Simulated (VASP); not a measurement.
# Si (P1) in VASP: single point with PBE

Aim: the single point of Si with PBE.

All numbers are computed with VASP 6.6.1; they aren't measurements. Logs are shortened: lines on timing, memory, paths and dates and some standing lists are left out, and cuts for length are marked.

### 1 The cell of the first run

The typed cell holds 8 atoms: a = 5.431 Å, b = 5.431 Å, c = 5.431 Å, α = 90.00°, β = 90.00°, γ = 90.00°.

### 2 Single point, PBE

File INCAR:

```
ALGO = Normal ; EDIFF = 1E-6
ENCUT = 500 ; GGA = PE
GGA_COMPAT = False ; ISIF = 2
ISMEAR = 0 ; LASPH = True
LCHARG = False ; LREAL = False
LWAVE = False ; NBANDS = 26
NELM = 120 ; PREC = Accurate
SIGMA = 0.01
```

File KPOINTS:

```
k-points
0
Gamma
  1 1 1
```

File POSCAR:

```
Si
1.0
    5.4310000000      0.0000000000      0.0000000000
    0.0000000000      5.4310000000      0.0000000000
    0.0000000000      0.0000000000      5.4310000000
Si
8
Direct
    0.0101510000     -0.0000600000      0.0001160000
    0.0001810000      0.4899250000      0.5001070000
    0.4999340000     -0.0001340000      0.5149390000
    0.5001000000      0.4998590000      0.0000640000
    0.2499410000      0.2598680000      0.2499720000
    0.2499550000      0.7499840000      0.7401520000
    0.7601680000      0.2498910000      0.7501950000
    0.7500450000      0.7501840000      0.2501270000
```

Potentials or basis: VASP PAW PBE potentials, release 64 (Si).

Started as:

```sh
$ cat potpaw_PBE.64/Si/POTCAR > POTCAR
$ mpirun -np 1 vasp_gam > vasp.out
```

OUTCAR:

```text
EDIFF = 1E-6
   ENCUT = 500
   GGA = PE
   ISIF = 2
   ISMEAR = 0
   LASPH = True
   LREAL = False
   NELM = 120
   PREC = Accurate

 ion  position               nearest neighbor table
   1  0.010  1.000  0.000-   7 2.35   5 2.35   6 2.35   8 2.38
   2  0.000  0.490  0.500-   7 2.29   5 2.29   6 2.35   8 2.38
   3  0.500  1.000  0.515-   6 2.28   7 2.34   8 2.40   5 2.43
   4  0.500  0.500  0.000-   5 2.32   8 2.35   7 2.38   6 2.38
   5  0.250  0.260  0.250-   2 2.29   4 2.32   1 2.35   3 2.43
   6  0.250  0.750  0.740-   3 2.28   1 2.35   2 2.35   4 2.38
   7  0.760  0.250  0.750-   2 2.29   3 2.34   1 2.35   4 2.38
   8  0.750  0.750  0.250-   4 2.35   1 2.38   2 2.38   3 2.40

  LATTYP: Found a simple cubic cell.
 ALAT       =     5.4310000000

  Lattice vectors:

 A1 = (   5.4310000000,   0.0000000000,   0.0000000000)
 A2 = (   0.0000000000,   5.4310000000,   0.0000000000)
 A3 = (   0.0000000000,   0.0000000000,   5.4310000000)

Analysis of symmetry for initial positions (statically):
=====================================================================
 Subroutine PRICEL returns:
 Original cell was already a primitive cell.

 Routine SETGRP: Setting up the symmetry group for a
 simple cubic supercell.

 Subroutine GETGRP returns: Found  1 space group operations
 (whereof  1 operations were pure point group operations)
 out of a pool of 48 trial point group operations.

The static configuration has the point symmetry C_1 .

Analysis of symmetry for dynamics (positions and initial velocities):
=====================================================================
 Subroutine PRICEL returns:
 Original cell was already a primitive cell.

 Routine SETGRP: Setting up the symmetry group for a
 simple cubic supercell.

 Subroutine GETGRP returns: Found  1 space group operations
 (whereof  1 operations were pure point group operations)
 out of a pool of 48 trial point group operations.

The dynamic configuration has the point symmetry C_1 .

 Subroutine INISYM returns: Found  1 space group operations
 (whereof  1 operations are pure point group operations),
 and found     1 'primitive' translations

----------------------------------------------------------------------------------------

                                     Primitive cell

  volume of cell :     160.1915

  direct lattice vectors                    reciprocal lattice vectors
     5.431000000  0.000000000  0.000000000     0.184128153  0.000000000  0.000000000
     0.000000000  5.431000000  0.000000000     0.000000000  0.184128153  0.000000000
     0.000000000  0.000000000  5.431000000     0.000000000  0.000000000  0.184128153

  length of vectors
     5.431000000  5.431000000  5.431000000     0.184128153  0.184128153  0.184128153

  position of ions in fractional coordinates (direct lattice)
     0.010151000  0.999940000  0.000116000
     0.000181000  0.489925000  0.500107000
     0.499934000  0.999866000  0.514939000
     0.500100000  0.499859000  0.000064000
     0.249941000  0.259868000  0.249972000
     0.249955000  0.749984000  0.740152000
     0.760168000  0.249891000  0.750195000
     0.750045000  0.750184000  0.250127000

  ion indices of the primitive-cell ions
   primitive index   ion index
                 1           1
                 2           2
                 3           3
                 4           4
                 5           5
                 6           6
                 7           7
                 8           8

----------------------------------------------------------------------------------------

 KPOINTS: k-points

Automatic generation of k-mesh.
 Grid dimensions read from file:
 generate k-points for:    1    1    1

 Generating k-lattice:

  Cartesian coordinates                     Fractional coordinates (reciprocal lattice)
     0.184128153  0.000000000  0.000000000     1.000000000  0.000000000  0.000000000
     0.000000000  0.184128153  0.000000000     0.000000000  1.000000000  0.000000000
     0.000000000  0.000000000  0.184128153     0.000000000  0.000000000  1.000000000

  Length of vectors
     0.184128153  0.184128153  0.184128153

  Shift w.r.t. Gamma in fractional coordinates (k-lattice)
     0.000000000  0.000000000  0.000000000

 Subroutine IBZKPT returns following result:
 ===========================================

 Found      1 irreducible k-points:

 Following reciprocal coordinates:
            Coordinates               Weight
  0.000000  0.000000  0.000000      1.000000
   k-points           NKPTS =      1   k-points in BZ     NKDIM =      1   number of bands    NBANDS=     26
   number of dos      NEDOS =    301   number of ions     NIONS =      8
   total plane-waves  NPLWV =  64000
   dimension x,y,z NGX =    40 NGY =   40 NGZ =   40
   dimension x,y,z NGXF=    80 NGYF=   80 NGZF=   80
   ions per type =               8
   NGX,Y,Z   is equivalent  to a cutoff of  12.24, 12.24, 12.24 a.u.
   NGXF,Y,Z  is equivalent  to a cutoff of  24.49, 24.49, 24.49 a.u.
 SYSTEM =  unknown system
   PREC   = accura    normal or accurate (medium, high low for compatibility)
   ISTART =      0    job   : 0-new  1-cont  2-samecut
   ICHARG =      2    charge: 1-file 2-atom 10-const
   ISPIN  =      1    spin polarized calculation?
   LNONCOLLINEAR =      F non collinear calculations
   LSORBIT =      F    spin-orbit coupling
   LASPH  =      T    aspherical Exc in radial PAW
   ENCUT  =  500.0 eV  36.75 Ry    6.06 a.u.   9.90  9.90  9.90*2*pi/ulx,y,z
   NELM   =    120;   NELMIN=  2; NELMDL= -5     # of ELM steps
   EDIFF  = 0.1E-05   stopping-criterion for ELM
   LREAL  =      F    real-space projection
   EDIFFG = 0.1E-04   stopping-criterion for IOM
   NSW    =      0    number of steps for IOM
   IBRION =     -1    ionic relax: 0-MD 1-quasi-New 2-CG
   NFREE  =      0    steps in history (QN), initial steepest desc. (CG)
   ISIF   =      2    stress and relaxation
   ISYM   =      2    0-nonsym 1-usesym 2-fastsym
   POTIM  = 0.5000    time-step for ionic-motion
   TEBEG  =    0.0;   TEEND  =   0.0 temperature during run
   PSTRESS=    0.0 pullay stress
   NELECT =      32.0000    total number of electrons
   NUPDOWN=      -1.0000    fix difference up-down
   EMIN   =  10.00;   EMAX   =-10.00  energy-range for DOS
   EFERMI =   0.00;   METHOD = LEGACY
   ISMEAR =     0;   SIGMA  =   0.01  broadening in eV -4-tet -1-fermi 0-gaus
   EFERMI_NEDOS =   21; number of points for ismear=-14 and -15
   IALGO  =     38    algorithm
   IMIX   =      4    mixing-type and parameters
     AMIX     =   0.40;   BMIX     =  1.00
     AMIX_MAG =   1.60;   BMIX_MAG =  1.00
  volume/ion in A,a.u.               =      20.02       135.13
  Fermi-wavevector in a.u.,A,eV,Ry     =   0.956999  1.808467 12.460868  0.915848
  Thomas-Fermi vector in A             =   2.085978
   LORBIT       =      0    0 simple, 1 ext, 2 COOP (PROOUT), +10 PAW based schemes
   GGA     = PE    functional components
   LHFCALC =     F    Hartree Fock is set to
   AEXX    =    0.0000 exact exchange contribution
   IVDW    =     0    specifies the selected vdW correction
   LEPSILON=     F    determine dielectric tensor
   LRPA    =     F    only Hartree local field effects (RPA)
 non-spin polarized calculation
 Gauss-broadening in eV      SIGMA  =   0.01
  energy-cutoff  :      500.00
  volume of cell :      160.19
 maximum number of plane-waves:      2034
 NGX is ok and might be reduce to    40
   NGX = 19   NGY = 19   NGZ = 19

 number of electron      32.0000003 magnetization

 Free energy of the ion-electron system (eV)
  ---------------------------------------------------
  ext. energy  EPLUGINS =         0.00000000
  ---------------------------------------------------
  free energy    TOTEN  =       -33.06666994 eV

  energy without entropy =      -33.06666994  energy(sigma->0) =      -33.06666994

 E-fermi :   6.4086     XC(G=0):  -9.1986

 val. band max:        6.3230968636   @ k =   0.0000   0.0000   0.0000
 cond. band min:       6.5872404397   @ k =   0.0000   0.0000   0.0000
 fundamental gap:      0.2641435761
 Fermi energy:         6.4085751220

 k-point     1 :       0.0000    0.0000    0.0000
  band No.  band energies     occupation
      1      -5.8860      2.00000
      2      -1.9261      2.00000
      3      -1.8359      2.00000
      4      -1.7404      2.00000
      5      -1.6789      2.00000
      6      -1.5909      2.00000
[... 18 lines left out ...]
     25       8.7058      0.00000
     26       9.5223      0.00000

------------------------ aborting loop because EDIFF is reached ----------------------------------------

  FORCE on cell =-STRESS in cart. coord.  units (eV):
  Direction    XX          YY          ZZ          XY          YZ          ZX
  --------------------------------------------------------------------------------------
  -------------------------------------------------------------------------------------
  Total       10.9138503     10.6145367     10.8016777      1.4571278     -0.0482760     -1.0852635
  in kB      109.1563901    106.1627637    108.0344809     14.5736660     -0.4828394    -10.8544139
  external PRESSURE =     107.7845449 kB  Pullay stress =       0.0000000 kB

 VOLUME and BASIS-vectors are now :
 -----------------------------------------------------------------------------
  energy-cutoff  :      500.00
  volume of cell :      160.19
      direct lattice vectors                 reciprocal lattice vectors
     5.431000000  0.000000000  0.000000000     0.184128153  0.000000000  0.000000000
     0.000000000  5.431000000  0.000000000     0.000000000  0.184128153  0.000000000
     0.000000000  0.000000000  5.431000000     0.000000000  0.000000000  0.184128153

 POSITION                                       TOTAL-FORCE (eV/Angst)
 -----------------------------------------------------------------------------------
      0.05513      5.43067      0.00063         0.160815     -0.082188      0.009117
      0.00098      2.66078      2.71608        -0.340996      0.865523     -0.588466
      2.71514      5.43027      2.79663         0.312071      0.752779     -0.863497
      2.71604      2.71473      0.00035         0.206243      0.363394     -0.733885
      1.35743      1.41134      1.35760         0.509326     -0.772349      0.383001
      1.35751      4.07316      4.01977        -0.422087     -0.939468      0.542391
      4.12847      1.35716      4.07431        -0.226890     -0.323522      0.928256
      4.07349      4.07425      1.35844        -0.198481      0.135830      0.323081
 -----------------------------------------------------------------------------------
    total drift:                                0.000038      0.000004     -0.000030

  FREE ENERGIE OF THE ION-ELECTRON SYSTEM (eV)
  ---------------------------------------------------
  free  energy   TOTEN  =       -33.0666699370 eV

  energy  without entropy=      -33.0666699370  energy(sigma->0) =      -33.06666994
```

It took 21 s on 1 thread of Intel Xeon 8259CL, shared host; peak memory 0.21 GiB.

Results:

```
Free energy            : -33.0667 eV
Pressure               : 10.8 GPa
Largest force          : 1.187 eV/Å
Band gap on the k mesh : 0.26 eV
```

Forces in eV/Å, atoms in the order of the input:
```
Si   0.161 -0.082  0.009
Si  -0.341  0.866 -0.588
Si   0.312  0.753 -0.863
Si   0.206  0.363 -0.734
Si   0.509 -0.772  0.383
Si  -0.422 -0.939  0.542
Si  -0.227 -0.324  0.928
Si  -0.198  0.136  0.323
```

Stress tensor (GPa, compression positive):
```
10.92  1.46 -1.09
 1.46 10.62 -0.05
-1.09 -0.05 10.80
```

Levels at points of the mesh, in eV from the valence-band top:
| k point | band 14 | band 15 | band 16 | band 17 | band 18 | band 19 |
| --- | --- | --- | --- | --- | --- | --- |
| (0.00, 0.00, 0.00) | -0.39 | -0.18 | 0.00 | 0.26 | 0.34 | 0.40 |

Caveat: the k points lie up to 1.16 Å⁻¹ apart; forces of over 1 eV/Å act on the atoms, so gaps and moduli don't describe the material at rest. A k mesh can miss the band edges.
